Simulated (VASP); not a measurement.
# Ti (P6/mmm) in VASP: single point with r2SCAN

Aim: the single point of Ti with r2SCAN.

All numbers are computed with VASP 6.6.1; they aren't measurements. Logs are shortened: lines on timing, memory, paths and dates and some standing lists are left out, and cuts for length are marked.

**1. The cell of the first run**

Symmetry: P6/mmm, No. 191, hexagonal system. Conventional cell: a = 4.605 Å, b = 4.605 Å, c = 2.801 Å, α = 90.00°, β = 90.00°, γ = 120.00°. Within 3.7 Å of Ti (site symmetry 6/mmm) lie 14 Ti at 2.80 to 3.01 Å. Within 3.5 Å of Ti (site symmetry -6m2) lie 11 Ti at 2.66 to 3.01 Å.

This isn't the form of Ti at room conditions, which is hcp.

**2. Single point, r2SCAN, collinear spin**

Input file POSCAR:

```
Ti
1.0
    4.6051012167      0.0000000000      0.0000000000
   -2.3025506083      3.9881346407      0.0000000000
    0.0000000000      0.0000000000      2.8011940621
Ti
3
Direct
    1.0000000000      1.0000000000      0.0000000000
    0.3333333333      0.6666666667      0.5000000000
    0.6666666667      0.3333333333      0.5000000000
```

Input file INCAR.step1:

```
PREC = Accurate
ENCUT = 520
ISMEAR = -1
SIGMA = 0.05
LREAL = False
LASPH = True
NELM = 150
ISPIN = 2
MAGMOM = 1 1 1
LMAXMIX = 4
NBANDS = 29
GGA = PE
ALGO = Normal
EDIFF = 1E-4
LWAVE = True
LCHARG = False
```

Input file INCAR.step2:

```
PREC = Accurate
ENCUT = 520
EDIFF = 1E-6
ISMEAR = -1
SIGMA = 0.05
LREAL = False
LASPH = True
NELM = 150
ALGO = Normal
ISIF = 2
LWAVE = False
LCHARG = True
ISPIN = 2
MAGMOM = 1 1 1
LORBIT = 11
LMAXMIX = 4
METAGGA = R2SCAN
LMIXTAU = True
LELF = True
LVHAR = True
NBANDS = 29
ISTART = 1
```

Input file KPOINTS:

```
regular mesh
0
Gamma
  8 8 11
```

Potentials or basis: VASP PAW PBE potentials, release 64 (Ti_sv).

Launch:

```
> cat potpaw_PBE.64/Ti_sv/POTCAR > POTCAR
> cp INCAR.step1 INCAR
> mpirun -np 1 vasp_std > vasp.out
> cp INCAR.step2 INCAR
> mpirun -np 1 vasp_std > vasp.out
```

OUTCAR:

```text
PREC = Accurate
   ENCUT = 520
   EDIFF = 1E-6
   ISMEAR = -1
   LREAL = False
   LASPH = True
   NELM = 150
   ISIF = 2
   ISPIN = 2
   LORBIT = 11
   METAGGA = R2SCAN
   ISTART = 1

 ion  position               nearest neighbor table
   1  0.000  0.000  0.000-
   2  0.333  0.667  0.500-   3 2.66   3 2.66   3 2.66
   3  0.667  0.333  0.500-   2 2.66   2 2.66   2 2.66

  LATTYP: Found a hexagonal cell.
 ALAT       =     4.6051012167
 C/A-ratio  =     0.6082806719

  Lattice vectors:

 A1 = (   4.6051012167,   0.0000000000,   0.0000000000)
 A2 = (  -2.3025506083,   3.9881346407,   0.0000000000)
 A3 = (   0.0000000000,   0.0000000000,   2.8011940621)

Analysis of symmetry for initial positions (statically):
=====================================================================
 Subroutine PRICEL returns:
 Original cell was already a primitive cell.

 Routine SETGRP: Setting up the symmetry group for a
 hexagonal supercell.

 Subroutine GETGRP returns: Found 24 space group operations
 (whereof 24 operations were pure point group operations)
 out of a pool of 24 trial point group operations.

The static configuration has the point symmetry D_6h.

Analysis of symmetry for dynamics (positions and initial velocities):
=====================================================================
 Subroutine PRICEL returns:
 Original cell was already a primitive cell.

 Routine SETGRP: Setting up the symmetry group for a
 hexagonal supercell.

 Subroutine GETGRP returns: Found 24 space group operations
 (whereof 24 operations were pure point group operations)
 out of a pool of 24 trial point group operations.

The dynamic configuration has the point symmetry D_6h.

Analysis of structural, dynamic, and magnetic symmetry:
=====================================================================
 Subroutine PRICEL returns:
 Original cell was already a primitive cell.

 Routine SETGRP: Setting up the symmetry group for a
 hexagonal supercell.

 Subroutine GETGRP returns: Found 24 space group operations
 (whereof 24 operations were pure point group operations)
 out of a pool of 24 trial point group operations.

The overall configuration has the point symmetry D_6h.

 Subroutine INISYM returns: Found 24 space group operations
 (whereof 24 operations are pure point group operations),
 and found     1 'primitive' translations

----------------------------------------------------------------------------------------

                                     Primitive cell

  volume of cell :      51.4461

  direct lattice vectors                    reciprocal lattice vectors
     4.605101217  0.000000000  0.000000000     0.217150493  0.125371896  0.000000000
    -2.302550608  3.988134641  0.000000000     0.000000000  0.250743791  0.000000000
     0.000000000  0.000000000  2.801194062     0.000000000  0.000000000  0.356990618

  length of vectors
     4.605101217  4.605101217  2.801194062     0.250743791  0.250743791  0.356990618

  position of ions in fractional coordinates (direct lattice)
     0.000000000  0.000000000  0.000000000
     0.333333333  0.666666667  0.500000000
     0.666666667  0.333333333  0.500000000

  ion indices of the primitive-cell ions
   primitive index   ion index
                 1           1
                 2           2
                 3           3

----------------------------------------------------------------------------------------

 KPOINTS: regular mesh

Automatic generation of k-mesh.
 Grid dimensions read from file:
 generate k-points for:    8    8   11

 Generating k-lattice:

  Cartesian coordinates                     Fractional coordinates (reciprocal lattice)
     0.027143812  0.015671487  0.000000000     0.125000000  0.000000000  0.000000000
     0.000000000  0.031342974  0.000000000     0.000000000  0.125000000  0.000000000
     0.000000000  0.000000000  0.032453693     0.000000000  0.000000000  0.090909091

  Length of vectors
     0.031342974  0.031342974  0.032453693

  Shift w.r.t. Gamma in fractional coordinates (k-lattice)
     0.000000000  0.000000000  0.000000000

 Subroutine IBZKPT returns following result:
 ===========================================

 Found     60 irreducible k-points:

 Following reciprocal coordinates:
            Coordinates               Weight
  0.000000  0.000000  0.000000      1.000000
  0.125000 -0.000000  0.000000      6.000000
  0.250000 -0.000000  0.000000      6.000000
  0.375000  0.000000  0.000000      6.000000
  0.500000 -0.000000  0.000000      3.000000
  0.125000  0.125000  0.000000      6.000000
[... 16 lines left out ...]
  0.250000 -0.000000  0.181818     12.000000
  0.375000  0.000000  0.181818     12.000000
 [... further k-points ...]
   k-points           NKPTS =     60   k-points in BZ     NKDIM =     60   number of bands    NBANDS=     29
   number of dos      NEDOS =    301   number of ions     NIONS =      3
   total plane-waves  NPLWV =  31104
   dimension x,y,z NGX =    36 NGY =   36 NGZ =   24
   dimension x,y,z NGXF=    72 NGYF=   72 NGZF=   48
   ions per type =               3
   NGX,Y,Z   is equivalent  to a cutoff of  13.00, 13.00, 14.24 a.u.
   NGXF,Y,Z  is equivalent  to a cutoff of  25.99, 25.99, 28.49 a.u.
 SYSTEM =  unknown system
   PREC   = accura    normal or accurate (medium, high low for compatibility)
   ISTART =      1    job   : 0-new  1-cont  2-samecut
   ICHARG =      0    charge: 1-file 2-atom 10-const
   ISPIN  =      2    spin polarized calculation?
   LNONCOLLINEAR =      F non collinear calculations
   LSORBIT =      F    spin-orbit coupling
   LASPH  =      T    aspherical Exc in radial PAW
   ENCUT  =  520.0 eV  38.22 Ry    6.18 a.u.   8.56  8.56  5.21*2*pi/ulx,y,z
   NELM   =    150;   NELMIN=  2; NELMDL=  0     # of ELM steps
   EDIFF  = 0.1E-05   stopping-criterion for ELM
   LREAL  =      F    real-space projection
[... 7 lines left out ...]
   TEBEG  =    0.0;   TEEND  =   0.0 temperature during run
   PSTRESS=    0.0 pullay stress
   NELECT =      36.0000    total number of electrons
   NUPDOWN=      -1.0000    fix difference up-down
   EMIN   =  10.00;   EMAX   =-10.00  energy-range for DOS
   EFERMI =   0.00;   METHOD = LEGACY
   ISMEAR =    -1;   SIGMA  =   0.05  broadening in eV -4-tet -1-fermi 0-gaus
   EFERMI_NEDOS =   21; number of points for ismear=-14 and -15
   IALGO  =     38    algorithm
   IMIX   =      4    mixing-type and parameters
     AMIX     =   0.40;   BMIX     =  1.00
     AMIX_MAG =   1.60;   BMIX_MAG =  1.00
  volume/ion in A,a.u.               =      17.15       115.73
  Fermi-wavevector in a.u.,A,eV,Ry     =   1.453422  2.746569 28.741413  2.112434
  Thomas-Fermi vector in A             =   2.570690
   LORBIT       =     11    0 simple, 1 ext, 2 COOP (PROOUT), +10 PAW based schemes
   METAGGA = R2SCAN    functional components
   LHFCALC =     F    Hartree Fock is set to
   AEXX    =    0.0000 exact exchange contribution
   IVDW    =     0    specifies the selected vdW correction
   LEPSILON=     F    determine dielectric tensor
   LRPA    =     F    only Hartree local field effects (RPA)
 spin polarized calculation
  energy-cutoff  :      520.00
  volume of cell :       51.45
 maximum number of plane-waves:      1414
 NGX is ok and might be reduce to    36
   NGX = 17   NGY = 17   NGZ = 11

 number of electron      35.9999982 magnetization       0.0045479

 Free energy of the ion-electron system (eV)
  ---------------------------------------------------
  ext. energy  EPLUGINS =         0.00000000
  ---------------------------------------------------
  free energy    TOTEN  =       -38.90242770 eV

  energy without entropy =      -38.88366762  energy(sigma->0) =      -38.89304766

 E-fermi :   8.4057     XC(G=0): -12.4650

 val. band max:        8.3921647315   @ k =   0.3750   0.2500   0.2727
 cond. band min:       8.4061031308   @ k =   0.3750   0.0000   0.0000
 fundamental gap:      0.0139383994
 Fermi energy:         8.4057325568

 spin component 1

 k-point     1 :       0.0000    0.0000    0.0000
  band No.  band energies     occupation
      1     -50.8324      1.00000
      2     -50.6024      1.00000
      3     -50.4494      1.00000
      4     -26.0963      1.00000
      5     -26.0962      1.00000
      6     -26.0292      1.00000
[... 21 lines left out ...]
     28      12.3783      0.00000
     29      16.3007      0.00000

 k-point     2 :       0.1250   -0.0000    0.0000
  band No.  band energies     occupation
      1     -50.8299      1.00000
      2     -50.5992      1.00000
      3     -50.4552      1.00000
      4     -26.1534      1.00000
      5     -26.1385      1.00000
      6     -25.9702      1.00000
[... 21 lines left out ...]
     28      12.3522      0.00000
     29      14.8510      0.00000

 k-point     3 :       0.2500   -0.0000    0.0000
  band No.  band energies     occupation
      1     -50.8240      1.00000
      2     -50.5894      1.00000
      3     -50.4713      1.00000
      4     -26.2209      1.00000
      5     -26.1513      1.00000
      6     -25.8978      1.00000
[... 21 lines left out ...]
     28      12.2718      0.00000
     29      13.5009      0.00000

 k-point     4 :       0.3750    0.0000    0.0000
  band No.  band energies     occupation
      1     -50.8184      1.00000
      2     -50.5741      1.00000
      3     -50.4927      1.00000
      4     -26.2667      1.00000
      5     -26.1102      1.00000
      6     -25.8660      1.00000
[... 597 lines left out ...]
     28      12.0775      0.00000
     29      15.3684      0.00000

 k-point    23 :       0.2500   -0.0000    0.1818
  band No.  band energies     occupation
      1     -50.8032      1.00000
      2     -50.5728      1.00000
      3     -50.4533      1.00000
      4     -26.1734      1.00000
      5     -26.1214      1.00000
      6     -25.8989      1.00000
[... 21 lines left out ...]
     28      12.0351      0.00000
     29      13.9276      0.00000

 k-point    24 :       0.3750    0.0000    0.1818
  band No.  band energies     occupation
      1     -50.7992      1.00000
      2     -50.5560      1.00000
      3     -50.4746      1.00000
      4     -26.2141      1.00000
      5     -26.0956      1.00000
      6     -25.9155      1.00000
[... 21 lines left out ...]
     28      12.1702      0.00000
     29      12.8651      0.00000

 [... further k-points ...]

 spin component 2

 k-point     1 :       0.0000    0.0000    0.0000
  band No.  band energies     occupation
      1     -50.8489      1.00000
      2     -50.5919      1.00000
      3     -50.4370      1.00000
      4     -26.1105      1.00000
      5     -26.1105      1.00000
      6     -26.0178      1.00000
[... 21 lines left out ...]
     28      12.3785      0.00000
     29      16.2982      0.00000

 k-point     2 :       0.1250   -0.0000    0.0000
  band No.  band energies     occupation
      1     -50.8467      1.00000
      2     -50.5885      1.00000
      3     -50.4428      1.00000
      4     -26.1596      1.00000
      5     -26.1458      1.00000
      6     -25.9672      1.00000
[... 21 lines left out ...]
     28      12.3525      0.00000
     29      14.8518      0.00000

 k-point     3 :       0.2500   -0.0000    0.0000
  band No.  band energies     occupation
      1     -50.8415      1.00000
      2     -50.5780      1.00000
      3     -50.4589      1.00000
      4     -26.2242      1.00000
      5     -26.1579      1.00000
      6     -25.8985      1.00000
[... 21 lines left out ...]
     28      12.2723      0.00000
     29      13.5032      0.00000

 k-point     4 :       0.3750    0.0000    0.0000
  band No.  band energies     occupation
      1     -50.8366      1.00000
      2     -50.5620      1.00000
      3     -50.4804      1.00000
      4     -26.2689      1.00000
      5     -26.1197      1.00000
      6     -25.8616      1.00000
[... 597 lines left out ...]
     28      12.0782      0.00000
     29      15.3692      0.00000

 k-point    23 :       0.2500   -0.0000    0.1818
  band No.  band energies     occupation
      1     -50.8210      1.00000
      2     -50.5611      1.00000
      3     -50.4409      1.00000
      4     -26.1767      1.00000
      5     -26.1286      1.00000
      6     -25.8999      1.00000
[... 21 lines left out ...]
     28      12.0358      0.00000
     29      13.9296      0.00000

 k-point    24 :       0.3750    0.0000    0.1818
  band No.  band energies     occupation
      1     -50.8174      1.00000
      2     -50.5438      1.00000
      3     -50.4623      1.00000
      4     -26.2163      1.00000
      5     -26.1053      1.00000
      6     -25.9213      1.00000
[... 21 lines left out ...]
     28      12.1704      0.00000
     29      12.8693      0.00000

 [... further k-points ...]
[... 5 lines left out ...]
  --------------------------------------------------------------------------------------
  -------------------------------------------------------------------------------------
  Total       -0.5189045     -0.5189045      0.5566792     -0.0000000      0.0000000      0.0000000
  in kB      -16.1601651    -16.1601651     17.3365785     -0.0000000      0.0000000      0.0000000
  external PRESSURE =      -4.9945839 kB  Pullay stress =       0.0000000 kB

 VOLUME and BASIS-vectors are now :
 -----------------------------------------------------------------------------
  energy-cutoff  :      520.00
  volume of cell :       51.45
      direct lattice vectors                 reciprocal lattice vectors
     4.605101217  0.000000000  0.000000000     0.217150493  0.125371896  0.000000000
    -2.302550608  3.988134641  0.000000000     0.000000000  0.250743791  0.000000000
     0.000000000  0.000000000  2.801194062     0.000000000  0.000000000  0.356990618

 POSITION                                       TOTAL-FORCE (eV/Angst)
 -----------------------------------------------------------------------------------
      0.00000      0.00000      0.00000        -0.000000      0.000000     -0.000000
     -0.00000      2.65876      1.40060         0.000000      0.000000      0.000000
      2.30255      1.32938      1.40060        -0.000000      0.000000     -0.000000
 -----------------------------------------------------------------------------------
    total drift:                                0.000000      0.000000     -0.000000

  FREE ENERGIE OF THE ION-ELECTRON SYSTEM (eV)
  ---------------------------------------------------
  free  energy   TOTEN  =       -38.9024276976 eV

  energy  without entropy=      -38.8836676161  energy(sigma->0) =      -38.89304766

 total charge

# of ion       s       p       d       tot
------------------------------------------
    1        2.239   6.160   1.752  10.151
    2        2.243   6.127   1.905  10.275
    3        2.243   6.127   1.905  10.275
--------------------------------------------------
tot          6.725  18.415   5.561  30.700

 magnetization (x)

# of ion       s       p       d       tot
------------------------------------------
    1       -0.000  -0.001  -0.015  -0.016
    2        0.000   0.000   0.011   0.011
    3        0.000   0.000   0.011   0.011
--------------------------------------------------
tot          0.000  -0.000   0.006   0.006
```

It took 10 min on 1 thread of Intel Xeon 8259CL, shared host; peak memory 0.29 GiB.

What came out:

```yaml
Free_energy: -38.9024 eV
Pressure: -0.5 GPa
Band_gap_on_the_k_mesh: zero (filled and empty bands overlap)
Net_moment: 0.00 μB per cell
Valence_electrons_inside_the_program's_atomic_spheres: Ti 10.15, 10.28 (each value once)
```

Caveat: the PAW data sets were made with another functional, which shifts forces and pressure a little.
